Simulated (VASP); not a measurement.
Crystal: B.

```
B
1.0
    -0.98793    0.98793    1.49704
     0.98793   -0.98793    1.49704
     0.98793    0.98793   -1.49704
B
1
Cartesian
  0.0000 0.0000 0.0000
```

| Quantity | Value |
| --- | --- |
| Program | VASP 6.6.1 |
| Task | relaxation of cell and atoms |
| Functional | PBEsol |
| Potentials or basis | VASP PAW PBE potentials, release 64 (B) |
| Cutoff | 600 eV |
| k mesh | 38 × 38 × 38 |
| Occupations | gaussian, width 0.1 eV |
| Spin | no spin polarisation |

At the start: pressure 0.5 GPa; volume 5.84 Å³/atom.

Task: How do energy, volume and symmetry change on relaxing?

Result: Over 9 steps the energy falls by 9.6 meV/atom and the volume is 5.83 Å³/atom (-0.2 %); space group I4/mmm (No. 139, to 0.1 Å) before, Fm-3m (No. 225, to 0.1 Å).

Step by step:
```
step  energy change (eV)  largest force (eV/Å)  pressure (GPa)  volume (Å³)
   1              0.0000                0.0000            0.54         5.84
   2             -0.0075                0.0000           -1.10         5.86
   3             -0.0092                0.0000           -1.86         5.87
   4             -0.0093                0.0000           -1.92         5.87
   5             -0.0093                0.0000           -1.94         5.87
   6             -0.0093                0.0000           -1.93         5.87
   7             -0.0093                0.0000           -1.92         5.87
   8             -0.0094                0.0000            1.49         5.80
   9             -0.0096                0.0000            0.00         5.83
```

Final structure:
```
B
1.0
    -1.00661    1.00661    1.43878
     1.00661   -1.00661    1.43878
     1.00661    1.00661   -1.43878
B
1
Direct
  0.00000 0.00000 0.00000
```

Caveat: the PAW data sets were made with another functional, which shifts forces and pressure a little.
